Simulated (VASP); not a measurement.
# Y (Fm-3m) in VASP: further runs

Runs on Y. Level: PBEsol. Tasks: single point, relaxation of cell and atoms.

Program: VASP 6.6.1. These are calculated values, not measurements. Logs are shortened: lines on timing, memory, paths and dates and some standing lists are left out, and cuts for length are marked.

## (1) The cell of the first run

The structure is cubic, space group Fm-3m (No. 225). The conventional cell has a = 4.589 Å, b = 4.589 Å, c = 4.589 Å, α = 90.00°, β = 90.00°, γ = 90.00°. Y (site symmetry m-3m) has 12 Y at 3.24 Å within 4.3 Å.

## (2) Single point, PBEsol

Contents of INCAR:

```
  ALGO = Normal
  EDIFF = 1E-7
  ENCUT = 520
  GGA = PS
  ISIF = 2
  ISMEAR = -1
  LASPH = True
  LCHARG = False
  LREAL = False
  LWAVE = False
  NBANDS = 12
  NELM = 100
  PREC = Accurate
  SIGMA = 0.05
```

Contents of KPOINTS:

```
k-points
0
Gamma
  14 14 14
```

Contents of POSCAR:

```
Y
1.0
    0.0000000000      2.2945414373      2.2945414373
    2.2945414373      0.0000000000      2.2945414373
    2.2945414373      2.2945414373      0.0000000000
Y
1
Direct
    0.0000000000      0.0000000000      0.0000000000
```

Potentials or basis: VASP PAW PBE potentials, release 64 (Y_sv).

On the command line:

```sh
> cat potpaw_PBE.64/Y_sv/POTCAR > POTCAR
> mpirun -np 1 vasp_std > vasp.out
```

OUTCAR:

```text
EDIFF = 1E-7
   ENCUT = 520
   GGA = PS
   ISIF = 2
   ISMEAR = -1
   LASPH = True
   LREAL = False
   NELM = 100
   PREC = Accurate

 ion  position               nearest neighbor table
   1  0.000  0.000  0.000-

  LATTYP: Found a face centered cubic cell.
 ALAT       =     4.5890828746

  Lattice vectors:

 A1 = (   0.0000000000,   2.2945414373,   2.2945414373)
 A2 = (   2.2945414373,   0.0000000000,   2.2945414373)
 A3 = (   2.2945414373,   2.2945414373,   0.0000000000)

Analysis of symmetry for initial positions (statically):
=====================================================================
 Subroutine PRICEL returns:
 Original cell was already a primitive cell.

 Routine SETGRP: Setting up the symmetry group for a
 face centered cubic supercell.

 Subroutine GETGRP returns: Found 48 space group operations
 (whereof 48 operations were pure point group operations)
 out of a pool of 48 trial point group operations.

The static configuration has the point symmetry O_h .

Analysis of symmetry for dynamics (positions and initial velocities):
=====================================================================
 Subroutine PRICEL returns:
 Original cell was already a primitive cell.

 Routine SETGRP: Setting up the symmetry group for a
 face centered cubic supercell.

 Subroutine GETGRP returns: Found 48 space group operations
 (whereof 48 operations were pure point group operations)
 out of a pool of 48 trial point group operations.

The dynamic configuration has the point symmetry O_h .

 Subroutine INISYM returns: Found 48 space group operations
 (whereof 48 operations are pure point group operations),
 and found     1 'primitive' translations

----------------------------------------------------------------------------------------

                                     Primitive cell

  volume of cell :      24.1612

  direct lattice vectors                    reciprocal lattice vectors
     0.000000000  2.294541437  2.294541437    -0.217908464  0.217908464  0.217908464
     2.294541437  0.000000000  2.294541437     0.217908464 -0.217908464  0.217908464
     2.294541437  2.294541437  0.000000000     0.217908464  0.217908464 -0.217908464

  length of vectors
     3.244971620  3.244971620  3.244971620     0.377428531  0.377428531  0.377428531

  position of ions in fractional coordinates (direct lattice)
     0.000000000  0.000000000  0.000000000

  ion indices of the primitive-cell ions
   primitive index   ion index
                 1           1

----------------------------------------------------------------------------------------

 KPOINTS: k-points

Automatic generation of k-mesh.
 Grid dimensions read from file:
 generate k-points for:   14   14   14

 Generating k-lattice:

  Cartesian coordinates                     Fractional coordinates (reciprocal lattice)
    -0.015564890  0.015564890  0.015564890     0.071428571  0.000000000  0.000000000
     0.015564890 -0.015564890  0.015564890     0.000000000  0.071428571  0.000000000
     0.015564890  0.015564890 -0.015564890     0.000000000  0.000000000  0.071428571

  Length of vectors
     0.026959181  0.026959181  0.026959181

  Shift w.r.t. Gamma in fractional coordinates (k-lattice)
     0.000000000  0.000000000  0.000000000

 Subroutine IBZKPT returns following result:
 ===========================================

 Found    104 irreducible k-points:

 Following reciprocal coordinates:
            Coordinates               Weight
  0.000000  0.000000  0.000000      1.000000
  0.071429  0.000000  0.000000      8.000000
  0.142857  0.000000  0.000000      8.000000
  0.214286  0.000000  0.000000      8.000000
  0.285714  0.000000  0.000000      8.000000
  0.357143  0.000000  0.000000      8.000000
[... 16 lines left out ...]
  0.214286  0.142857  0.000000     24.000000
  0.285714  0.142857  0.000000     24.000000
 [... further k-points ...]
   k-points           NKPTS =    104   k-points in BZ     NKDIM =    104   number of bands    NBANDS=     12
   number of dos      NEDOS =    301   number of ions     NIONS =      1
   total plane-waves  NPLWV =  13824
   dimension x,y,z NGX =    24 NGY =   24 NGZ =   24
   dimension x,y,z NGXF=    48 NGYF=   48 NGZF=   48
   ions per type =               1
   NGX,Y,Z   is equivalent  to a cutoff of  12.30, 12.30, 12.30 a.u.
   NGXF,Y,Z  is equivalent  to a cutoff of  24.59, 24.59, 24.59 a.u.
 SYSTEM =  unknown system
   PREC   = accura    normal or accurate (medium, high low for compatibility)
   ISTART =      0    job   : 0-new  1-cont  2-samecut
   ICHARG =      2    charge: 1-file 2-atom 10-const
   ISPIN  =      1    spin polarized calculation?
   LNONCOLLINEAR =      F non collinear calculations
   LSORBIT =      F    spin-orbit coupling
   LASPH  =      T    aspherical Exc in radial PAW
   ENCUT  =  520.0 eV  38.22 Ry    6.18 a.u.   6.03  6.03  6.03*2*pi/ulx,y,z
   NELM   =    100;   NELMIN=  2; NELMDL= -5     # of ELM steps
   EDIFF  = 0.1E-06   stopping-criterion for ELM
   LREAL  =      F    real-space projection
   EDIFFG = 0.1E-05   stopping-criterion for IOM
   NSW    =      0    number of steps for IOM
   IBRION =     -1    ionic relax: 0-MD 1-quasi-New 2-CG
   NFREE  =      0    steps in history (QN), initial steepest desc. (CG)
   ISIF   =      2    stress and relaxation
   ISYM   =      2    0-nonsym 1-usesym 2-fastsym
   POTIM  = 0.5000    time-step for ionic-motion
   TEBEG  =    0.0;   TEEND  =   0.0 temperature during run
   PSTRESS=    0.0 pullay stress
   NELECT =      11.0000    total number of electrons
   NUPDOWN=      -1.0000    fix difference up-down
   EMIN   =  10.00;   EMAX   =-10.00  energy-range for DOS
   EFERMI =   0.00;   METHOD = LEGACY
   ISMEAR =    -1;   SIGMA  =   0.05  broadening in eV -4-tet -1-fermi 0-gaus
   EFERMI_NEDOS =   21; number of points for ismear=-14 and -15
   IALGO  =     38    algorithm
   IMIX   =      4    mixing-type and parameters
     AMIX     =   0.40;   BMIX     =  1.00
     AMIX_MAG =   1.60;   BMIX_MAG =  1.00
  volume/ion in A,a.u.               =      24.16       163.05
  Fermi-wavevector in a.u.,A,eV,Ry     =   1.259408  2.379936 21.580321  1.586109
  Thomas-Fermi vector in A             =   2.392969
   LORBIT       =      0    0 simple, 1 ext, 2 COOP (PROOUT), +10 PAW based schemes
[... 43 lines left out ...]

 k-point     2 :       0.0714    0.0000    0.0000
  band No.  band energies     occupation
      1     -37.4477      2.00000
      2     -16.8595      2.00000
      3     -16.7883      2.00000
      4     -16.7883      2.00000
      5      -0.3307      2.00000
      6       6.4069      0.00000
      7       6.6927      0.00000
      8       6.6927      0.00000
      9       9.3584      0.00000
     10       9.3584      0.00000
     11      14.7910      0.00000
     12      17.9321      0.00000

 k-point     3 :       0.1429    0.0000    0.0000
  band No.  band energies     occupation
      1     -37.4168      2.00000
      2     -17.0791      2.00000
      3     -16.8138      2.00000
      4     -16.8138      2.00000
      5       0.1780      2.00000
      6       5.9521      0.00000
      7       6.8858      0.00000
      8       6.8858      0.00000
      9       9.1501      0.00000
     10       9.1501      0.00000
     11      15.6641      0.00000
     12      17.0419      0.00000

 k-point     4 :       0.2143    0.0000    0.0000
  band No.  band energies     occupation
      1     -37.3718      2.00000
      2     -17.3832      2.00000
      3     -16.8503      2.00000
      4     -16.8503      2.00000
      5       0.8876      2.00000
      6       5.5231      0.00000
      7       6.9857      0.00000
      8       6.9857      0.00000
      9       9.1817      0.00000
     10       9.1817      0.00000
     11      15.2872      0.00000
     12      17.9201      0.00000

 k-point     5 :       0.2857    0.0000    0.0000
  band No.  band energies     occupation
      1     -37.3212      2.00000
      2     -17.7051      2.00000
      3     -16.8903      2.00000
      4     -16.8903      2.00000
      5       1.5758      2.00000
      6       5.3768      0.00000
      7       6.8419      0.00000
      8       6.8419      0.00000
      9       9.6815      0.00000
     10       9.6815      0.00000
     11      14.5366      0.00000
     12      19.0144      0.00000

 k-point     6 :       0.3571    0.0000    0.0000
  band No.  band energies     occupation
      1     -37.2751      2.00000
      2     -17.9827      2.00000
      3     -16.9259      2.00000
      4     -16.9259      2.00000
      5       1.9962      2.00000
      6       5.6648      0.00000
      7       6.5978      0.00000
      8       6.5978      0.00000
      9      10.4841      0.00000
     10      10.4841      0.00000
     11      14.0747      0.00000
     12      18.0988      0.00000

 k-point     7 :       0.4286    0.0000    0.0000
  band No.  band energies     occupation
      1     -37.2429      2.00000
      2     -18.1689      2.00000
      3     -16.9503      2.00000
      4     -16.9503      2.00000
      5       2.1350      2.00000
      6       6.1754      0.00000
      7       6.4083      0.00000
      8       6.4083      0.00000
      9      11.2675      0.00000
     10      11.2675      0.00000
     11      14.0195      0.00000
     12      16.5256      0.00000

 k-point     8 :       0.5000    0.0000    0.0000
  band No.  band energies     occupation
      1     -37.2313      2.00000
      2     -18.2342      2.00000
      3     -16.9590      2.00000
      4     -16.9590      2.00000
      5       2.1563      2.00000
      6       6.3394      0.00000
      7       6.3394      0.00000
      8       6.4283      0.00000
      9      11.6158      0.00000
     10      11.6158      0.00000
     11      14.1970      0.00000
     12      15.7074      0.00000
[... 166 lines left out ...]
 k-point    20 :      -0.1429    0.0714    0.0000
  band No.  band energies     occupation
      1     -37.3945      2.00000
      2     -17.2010      2.00000
      3     -16.8851      2.00000
      4     -16.8111      2.00000
      5       0.5468      2.00000
      6       5.6637      0.00000
      7       6.9446      0.00000
      8       7.0574      0.00000
      9       8.6188      0.00000
     10       9.5266      0.00000
     11      16.1285      0.00000
     12      17.1162      0.00000

 k-point    21 :      -0.0714    0.0714    0.0000
  band No.  band energies     occupation
      1     -37.4301      2.00000
      2     -16.9691      2.00000
      3     -16.8323      2.00000
      4     -16.7904      2.00000
      5      -0.0380      2.00000
      6       6.1072      0.00000
      7       6.8188      0.00000
      8       6.8377      0.00000
      9       8.9750      0.00000
     10       9.4406      0.00000
     11      15.4184      0.00000
     12      17.4606      0.00000

 k-point    22 :       0.1429    0.1429    0.0000
  band No.  band energies     occupation
      1     -37.4029      2.00000
      2     -17.0716      2.00000
      3     -16.8776      2.00000
      4     -16.8776      2.00000
      5       0.4065      2.00000
      6       5.5624      0.00000
      7       7.1795      0.00000
      8       7.1795      0.00000
      9       8.0953      0.00000
     10       9.8023      0.00000
     11      16.3977      0.00000
     12      18.0620      0.00000

 k-point    23 :       0.2143    0.1429    0.0000
  band No.  band energies     occupation
      1     -37.3693      2.00000
      2     -17.2684      2.00000
      3     -16.9255      2.00000
      4     -16.9143      2.00000
      5       0.9477      2.00000
      6       5.1544      0.00001
      7       7.1394      0.00000
      8       7.4465      0.00000
      9       7.9679      0.00000
     10       9.9630      0.00000
     11      17.1934      0.00000
     12      17.7901      0.00000

 k-point    24 :       0.2857    0.1429    0.0000
  band No.  band energies     occupation
      1     -37.3253      2.00000
      2     -17.5327      2.00000
      3     -16.9716      2.00000
      4     -16.9586      2.00000
      5       1.6343      2.00000
      6       4.8568      0.00246
      7       6.5738      0.00000
      8       7.5344      0.00000
      9       8.6577      0.00000
     10      10.3168      0.00000
     11      16.4651      0.00000
     12      19.0377      0.00000

 [... further k-points ...]
[... 5 lines left out ...]
  --------------------------------------------------------------------------------------
  -------------------------------------------------------------------------------------
  Total        2.2192400      2.2192400      2.2192400      0.0000000      0.0000000      0.0000000
  in kB      147.1624984    147.1624984    147.1624984      0.0000000      0.0000000      0.0000000
  external PRESSURE =     147.1624984 kB  Pullay stress =       0.0000000 kB

 VOLUME and BASIS-vectors are now :
 -----------------------------------------------------------------------------
  energy-cutoff  :      520.00
  volume of cell :       24.16
      direct lattice vectors                 reciprocal lattice vectors
     0.000000000  2.294541437  2.294541437    -0.217908464  0.217908464  0.217908464
     2.294541437  0.000000000  2.294541437     0.217908464 -0.217908464  0.217908464
     2.294541437  2.294541437  0.000000000     0.217908464  0.217908464 -0.217908464

 POSITION                                       TOTAL-FORCE (eV/Angst)
 -----------------------------------------------------------------------------------
      0.00000      0.00000      0.00000         0.000000      0.000000      0.000000
 -----------------------------------------------------------------------------------
    total drift:                                0.000000      0.000000     -0.000000

  FREE ENERGIE OF THE ION-ELECTRON SYSTEM (eV)
  ---------------------------------------------------
  free  energy   TOTEN  =        -6.5525842900 eV

  energy  without entropy=       -6.5437793343  energy(sigma->0) =       -6.54818181
```

Run time: 9.3 s. Hardware: 1 thread of Intel Xeon 6975P-C (Granite Rapids), shared host; peak memory 0.17 GiB.

What came out:

* Free energy: -6.5526 eV
* Pressure: 14.7 GPa

Caveat: the PAW data sets were made with another functional, which shifts forces and pressure a little.

## (3) Relaxation of cell and atoms, PBEsol, target pressure 15 GPa, at which the enthalpy is minimised

Contents of INCAR:

```
SYSTEM = Y
  ALGO = Normal
  EDIFF = 1E-6
  EDIFFG = -0.005
  ENCUT = 600
  GGA = PS
  IBRION = 2
  ISIF = 3
  ISMEAR = -1
  LASPH = .TRUE.
  LCHARG = .FALSE.
  LREAL = .FALSE.
  LWAVE = .FALSE.
  NELM = 80
  NSW = 60
  PREC = Accurate
  PSTRESS = 150.0
  SIGMA = 0.05
```

Contents of KPOINTS:

```
k-points
0
G
  14 14 14
  0 0 0
```

Contents of POSCAR:

```
Y
1.0
    0.0000000000      2.2958180281      2.2958180281
    2.2958180281      0.0000000000      2.2958180281
    2.2958180281      2.2958180281      0.0000000000
Y
1
Direct
    0.0000000000      0.0000000000      0.0000000000
```

Potentials or basis: VASP PAW PBE potentials, release 64 (Y_sv).

On the command line:

```sh
> cat potpaw_PBE.64/Y_sv/POTCAR > POTCAR
> mpirun -np 1 vasp_std > vasp.out
```

Run time: 43 s. Hardware: 1 thread of Intel Xeon 6975P-C (Granite Rapids), shared host; peak memory 0.2 GiB.

The run converged. Its results:

```yaml
Free_energy: -6.5449 eV
Relaxed_volume: 24.08 Å³/atom
Relaxed_cell: a = 3.241 Å, b = 3.241 Å, c = 3.241 Å, α = 60.00°, β = 60.00°, γ = 60.00°
Space_group_after_relaxing_to_0.05_Å: Fm-3m (No. 225)
Energy_change_on_relaxing_the_enthalpy_is_what_falls: +11.5 meV/atom
Ionic_steps: 5
Pressure_after_relaxing: 15.0 GPa
```

The path:
| step | energy change (eV) | largest force (eV/Å) | pressure (GPa) | volume (Å³) |
| --- | --- | --- | --- | --- |
| 1 | 0.0000 | 0.0000 | 14.53 | 24.20 |
| 2 | 0.0235 | 0.0000 | 15.47 | 23.95 |
| 3 | 0.0108 | 0.0000 | 14.95 | 24.08 |
| 4 | 0.0120 | 0.0000 | 15.04 | 24.07 |
| 5 | 0.0115 | 0.0000 | 15.01 | 24.08 |

Final structure:
```cif
data_structure
_symmetry_space_group_name_H-M 'P 1'
_symmetry_Int_Tables_number 1
_cell_length_a 3.2412
_cell_length_b 3.2412
_cell_length_c 3.2412
_cell_angle_alpha 60.000
_cell_angle_beta 60.000
_cell_angle_gamma 60.000
_cell_volume 24.08
loop_
_atom_site_label
_atom_site_type_symbol
_atom_site_fract_x
_atom_site_fract_y
_atom_site_fract_z
_atom_site_occupancy
Y1 Y 0.00000 0.00000 0.00000 1
```

Levels at points of the mesh, in eV from the Fermi level:
```tsv
k point	band 2	band 3	band 4	band 5	band 6	band 7	band 8	band 9
(0.00, 0.00, 0.00)	-21.29	-21.29	-21.29	-5.04	2.09	2.09	2.09	4.97
(0.50, 0.00, 0.00)	-22.76	-21.47	-21.47	-2.37	1.82	1.82	1.93	7.12
(0.50, 0.50, 0.00)	-22.65	-21.80	-21.80	-2.55	-1.55	3.91	7.15	7.76
```

Caveat: the cell is relaxed towards a set pressure, so the enthalpy falls and the energy may rise; the PAW data sets were made with another functional, which shifts forces and pressure a little.

## (4) Relaxation of cell and atoms, PBEsol, target pressure 15 GPa, at which the enthalpy is minimised

Contents of INCAR:

```
SYSTEM = Y
ALGO = Normal
EDIFF = 1E-7
EDIFFG = -0.005
ENCUT = 600
GGA = PS
IBRION = 2
ISIF = 3
ISMEAR = -1
LASPH = .TRUE.
LCHARG = .FALSE.
LREAL = .FALSE.
LWAVE = .FALSE.
NELM = 80
NSW = 32
PREC = Accurate
PSTRESS = 150.0
SIGMA = 0.05
```

KPOINTS is that of step 3.

Contents of POSCAR:

```
Y
1.0
    0.0000000000      2.2945414373      2.2945414373
    2.2945414373      0.0000000000      2.2945414373
    2.2945414373      2.2945414373      0.0000000000
Y
1
Direct
    0.0000000000      0.0000000000      0.0000000000
```

On the command line:

```sh
> cat potpaw_PBE.64/Y_sv/POTCAR > POTCAR
> mpirun -np 1 vasp_std > vasp.out
```

It took 35 s on 1 thread of Intel Xeon 6975P-C (Granite Rapids), shared host; peak memory 0.2 GiB.

It converged, with:

```yaml
Free_energy: -6.5452 eV
Relaxed_volume: 24.08 Å³/atom
Relaxed_cell: a = 3.241 Å, b = 3.241 Å, c = 3.241 Å, α = 60.00°, β = 60.00°, γ = 60.00°
Space_group_after_relaxing_to_0.05_Å: Fm-3m (No. 225)
Energy_change_on_relaxing_the_enthalpy_is_what_falls: +7.5 meV/atom
Ionic_steps: 3
Pressure_after_relaxing: 15.0 GPa
```

The path:
```
step  energy change (eV)  largest force (eV/Å)  pressure (GPa)  volume (Å³)
   1              0.0000                0.0000           14.74        24.16
   2              0.0130                0.0000           15.21        24.02
   3              0.0075                0.0000           14.99        24.08
```

Final structure:
```
Y
1.0
     0.00000    2.29197    2.29197
     2.29197    0.00000    2.29197
     2.29197    2.29197    0.00000
Y
1
Direct
  0.00000 0.00000 0.00000
```

Levels at points of the mesh, in eV from the Fermi level:
```tsv
k point	band 2	band 3	band 4	band 5	band 6	band 7	band 8	band 9
(0.00, 0.00, 0.00)	-21.29	-21.29	-21.29	-5.04	2.09	2.09	2.09	4.96
(0.50, 0.00, 0.00)	-22.76	-21.47	-21.47	-2.37	1.82	1.82	1.93	7.12
(0.50, 0.50, 0.00)	-22.65	-21.80	-21.80	-2.55	-1.55	3.91	7.15	7.76
```

Caveat: the cell is relaxed towards a set pressure, so the enthalpy falls and the energy may rise; the PAW data sets were made with another functional, which shifts forces and pressure a little.

## (5) Overview

| task | cell | cutoff (eV) | gap on the mesh (eV) | pressure (GPa) |
| --- | --- | --- | --- | --- |
| single point | a = 3.245 Å, angles 60.0°, 1 atom | 520 | none | 14.7 |
| relaxation of cell and atoms | relaxed to 15 GPa from a = 3.247 Å, angles 60.0°, 1 atom | 600 | none | 15.0 |
| relaxation of cell and atoms | relaxed to 15 GPa from a = 3.245 Å, angles 60.0°, 1 atom | 600 | none | 15.0 |

Alike in all rows: level PBEsol; potentials or basis VASP PAW PBE potentials, release 64 (Y_sv); no spin polarisation; k mesh 14 × 14 × 14; smearing fermi-dirac 0.05 eV.

Caveats: the PAW data sets were made with another functional, which shifts forces and pressure a little; the cell is relaxed towards a set pressure, so the enthalpy falls and the energy may rise (some runs).

Absolute energies hang on the potentials; compare differences alone.
